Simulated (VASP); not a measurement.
Here is a VASP 6.6.1 calculation.

INCAR

```
SYSTEM = BaTiO3
  PREC = Accurate
  ENCUT = 520
  EDIFF = 1E-7
  ISMEAR = 1
  SIGMA = 0.05
  LREAL = .False.
  LASPH = .True.
  NELM = 60
  ALGO = Normal
  ISIF = 2
  LWAVE = .False.
  LCHARG = .False.
  GGA = RP
  NBANDS = 28
```

The input KPOINTS:

```
Automatic mesh
0
Gamma
  6 6 6
  0 0 0
```

File POSCAR:

```
BaTiO3
1.0
    4.0060000000      0.0000000000      0.0000000000
    0.0000000000      4.0060000000      0.0000000000
    0.0000000000      0.0000000000      4.0060000000
Ba Ti O
1 1 3
Direct
    0.5000000000      0.5000000000      0.5000000000
    0.0000000000      0.0000000000      0.0000000000
    0.5000000000      0.0000000000      0.0000000000
    0.0000000000      0.5000000000      0.0000000000
    0.0000000000      0.0000000000      0.5000000000
```

Potentials or basis: VASP PAW PBE potentials, release 64 (Ba_sv, Ti_sv, O).

The run is started by

```sh
$ cat potpaw_PBE.64/Ba_sv/POTCAR potpaw_PBE.64/Ti_sv/POTCAR potpaw_PBE.64/O/POTCAR > POTCAR
$ mpirun -np 1 vasp_std > vasp.out
```

(1) Predict the band gap on the k mesh.

(2) What does it give for the pressure?

Answers

(1) 1.78 eV, indirect (least direct gap 1.92 eV).

(2) 7.7 GPa.

Caveat: the PAW data sets were made with another functional, which shifts forces and pressure a little; spin-orbit coupling is left out, which moves the levels of the heavy elements.
